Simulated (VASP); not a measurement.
Set up this calculation in VASP 6.6.1, as the native input.

```
Task                   : relaxation of cell and atoms
Functional             : PBE
Potentials or basis    : VASP PAW PBE potentials, release 64 (Tl_d)
Cutoff                 : 600 eV
k mesh                 : 12 × 12 × 12
Occupations            : fermi-dirac, width 0.05 eV
Spin                   : no spin polarisation
Dipole correction      : no
Further INCAR settings : ALGO = Normal; EDIFF = 1e-06; IBRION = 2; EDIFFG = -0.005; NSW = 100; ISIF = 3
```

The structure of Tl lies in POSCAR:

```
Tl
1.0
   -1.8832839728      1.8832839728      1.8832839728
    1.8832839728     -1.8832839728      1.8832839728
    1.8832839728      1.8832839728     -1.8832839728
Tl
1
Direct
    0.0000000000      0.0000000000      0.0000000000
```

This isn't the form of Tl at room conditions, which is hcp.

These files were run (other wordings do the same):

INCAR

```
SYSTEM = Tl
PREC = Accurate ; ENCUT = 600
EDIFF = 1E-6 ; ISMEAR = -1
SIGMA = 0.05 ; LREAL = .FALSE.
LASPH = .TRUE. ; NELM = 60
ALGO = Normal ; ISIF = 3
LWAVE = .FALSE. ; LCHARG = .FALSE.
GGA = PE ; IBRION = 2
NSW = 100 ; EDIFFG = -0.005
```

KPOINTS

```
Automatic mesh
0
G
  12 12 12
  0 0 0
```

Potentials or basis: VASP PAW PBE potentials, release 64 (Tl_d).

Launch:

```sh
$ cat potpaw_PBE.64/Tl_d/POTCAR > POTCAR
$ mpirun -np 1 vasp_std > vasp.out
```

It gave:

```
Relaxed volume                        : 31.22 Å³/atom
Relaxed cell                          : a = 3.436 Å, b = 3.436 Å, c = 3.436 Å, α = 109.47°, β = 109.47°, γ = 109.47°
Space group after relaxing (to 0.1 Å) : Im-3m (No. 229)
Energy gained by relaxing             : 79.2 meV/atom
Ionic steps                           : 5
Pressure after relaxing               : 0.0 GPa
Band gap on the k mesh                : zero (an odd number of electrons rules out a gap without spin polarisation)
```

Caveat: the volume moved by over 15 % at a fixed basis, so the end points are rough; spin-orbit coupling is left out, which moves the levels of the heavy elements.

Wall time 31 s on 1 thread of Intel(R) Xeon(R) Platinum 8488C (Sapphire Rapids) (shared host), peak memory 0.18 GiB.
